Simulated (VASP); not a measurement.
Wanted: the native input for a VASP 6.6.1 run.

| Item | Value |
| --- | --- |
| Task | single point |
| Functional | PBEsol |
| Potentials or basis | VASP PAW PBE potentials, release 64 (Rb_sv, Ti_sv) |
| Cutoff | 520 eV |
| k mesh | 10 × 10 × 10 |
| Occupations | fermi-dirac, width 0.03 eV |
| Spin | no spin polarisation |
| Dipole correction | no |
| Further INCAR settings | ALGO = Normal; EDIFF = 1e-07; NBANDS = 18 |

The structure of RbTi (CsCl type) lies in POSCAR:

```
RbTi
1.0
    4.0063785807      0.0200318929      0.0000000000
    0.0200318929      4.0063785807      0.0000000000
    0.0000000000      0.0000000000      4.0063785807
Rb Ti
1 1
Direct
    0.0000000000      0.0000000000      0.0000000000
    0.5000000000      0.5000000000      0.5000000000
```

This cell differs from its parent crystal: xy shear strain of +1 %.

These files were run (other wordings do the same):

INCAR

```
SYSTEM = RbTi
  PREC = Accurate
  ENCUT = 520
  EDIFF = 1E-7
  ISMEAR = -1
  SIGMA = 0.03
  LREAL = .FALSE.
  LASPH = .TRUE.
  NELM = 60
  ALGO = Normal
  ISIF = 2
  LWAVE = .FALSE.
  LCHARG = .FALSE.
  GGA = PS
  NBANDS = 18
```

KPOINTS

```
Automatic mesh
0
G
  10 10 10
  0 0 0
```

Potentials or basis: VASP PAW PBE potentials, release 64 (Rb_sv, Ti_sv).

Command:

```sh
$ cat potpaw_PBE.64/Rb_sv/POTCAR potpaw_PBE.64/Ti_sv/POTCAR > POTCAR
$ mpirun -np 1 vasp_std > vasp.out
```

It gave:

The pressure is 0.1 GPa and the band gap on the k mesh is zero (an odd number of electrons rules out a gap without spin polarisation).

Caveat: the cell differs from its parent crystal (xy shear strain of +1 %); the PAW data sets were made with another functional, which shifts forces and pressure a little.

Run time: 3.2 min on 1 thread of Intel(R) Xeon(R) Platinum 8259CL CPU @ 2.50GHz (Skylake/Cascade Lake), with other jobs on the host, peak memory 0.33 GiB.
